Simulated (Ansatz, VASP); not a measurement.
Two plane-wave programs on Rh

The input INCAR:

```
SYSTEM = Rh
  PREC = Accurate
  ENCUT = 520
  EDIFF = 1E-7
  ISMEAR = -1
  SIGMA = 0.05
  LREAL = .FALSE.
  LASPH = .TRUE.
  NELM = 100
  ALGO = Normal
  ISIF = 2
  LWAVE = .FALSE.
  LCHARG = .TRUE.
  GGA = PE
  LELF = .TRUE.
  LVHAR = .TRUE.
  NBANDS = 38
```

The input KPOINTS:

```
Automatic mesh
0
G
  11 11 3
  0 0 0
```

The input POSCAR:

```
Rh
1.0
    2.6917446234      0.0000000000      0.0000000000
   -1.3458723117      2.3311192244      0.0000000000
    0.0000000000      0.0000000000      8.7980701300
Rh
4
Direct
    0.6666666667      0.3333333333      0.7500000000
    0.0000000000      0.0000000000      0.5000000000
    0.3333333333      0.6666666667      0.2500000000
    0.0000000000      0.0000000000      0.0000000000
```

The input input.yaml:

```yaml
crystal:
  lattice:
    - [2.6917446234, 0.0, 0.0]
    - [-1.3458723117, 2.3311192244, 0.0]
    - [0.0, 0.0, 8.79807013]
  atoms:
    - { symbol: Rh, position: [0.6666666667, 0.3333333333, 0.75] }
    - { symbol: Rh, position: [0.0, 0.0, 0.5] }
    - { symbol: Rh, position: [0.3333333333, 0.6666666667, 0.25] }
    - { symbol: Rh, position: [0.0, 0.0, 0.0] }
hamiltonian:
  xc: pbe
  pseudopotentials: { kind: paw }
kpoints:
  mp_grid: { grid: [11, 11, 3] }
scf:
  occupations: { method: fermi_dirac, width: 0.05 }
output:
  forces: true
  stress: true
  eigenvalues: true
```

Alike in both runs: task single point; functional PBE; k mesh 11 × 11 × 3; occupations fermi-dirac, width 0.05 eV; no spin polarisation.

```csv
,VASP,Ansatz
version,VASP 6.6.1,Ansatz 0.2.0
potentials or method,"VASP PAW PBE potentials, release 64 (Rh_pv)",Ansatz PAW
plane-wave cutoff (eV),520,420
valence electrons in the cell,60,68
```

|  | VASP | Ansatz | Ansatz less VASP |
| --- | --- | --- | --- |
| gap on the k mesh at the Fermi level (eV) | none | none | - |
| pressure (GPa) | 5.3 | 5.3 | -0.02 |
| traceless stress, the component that is largest in VASP (GPa) | -1.06 | -1.07 | -0.011 |

A gap of «none» marks a metal or a gap that the smearing closes. VASP's potentials hold 60 valence electrons a cell and Ansatz's 68, so a difference there can come from the potentials and not from the codes.
